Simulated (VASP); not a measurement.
Input of a VASP 6.6.1 run:

Contents of INCAR:

```
PREC = Accurate
ENCUT = 520
EDIFF = 1E-6
ISMEAR = -1
SIGMA = 0.05
LREAL = False
LASPH = True
NELM = 60
ALGO = Normal
ISIF = 2
LWAVE = False
LCHARG = False
NBANDS = 21
```

KPOINTS

```
regular mesh
0
Gamma
  18 18 10
```

POSCAR

```
Ru
1.0
    2.2935126633      0.0000000000      0.0000000000
   -1.1467563316      1.9862402303      0.0000000000
    0.0000000000      0.0000000000      3.6767592513
Ru
2
Direct
    0.3333333333      0.6666666667      0.2500000000
    0.6666666667      0.3333333333      0.7500000000
```

Potentials or basis: VASP PAW LDA potentials, release 64 (Ru_pv).

Command:

```sh
$ cat potpaw_LDA.64/Ru_pv/POTCAR > POTCAR
$ mpirun -np 1 vasp_std > vasp.out
```

Question: Predict the pressure.

Answer: 461.0 GPa.

Question: Estimate the band gap on the k mesh.

Answer: Zero (band 14 reaches 27.11 eV, above the bottom of band 15 at 20.48 eV).

Stress tensor (GPa, compression positive):
```
460.68   0.00   0.00
  0.00 460.68   0.00
  0.00   0.00 461.65
```
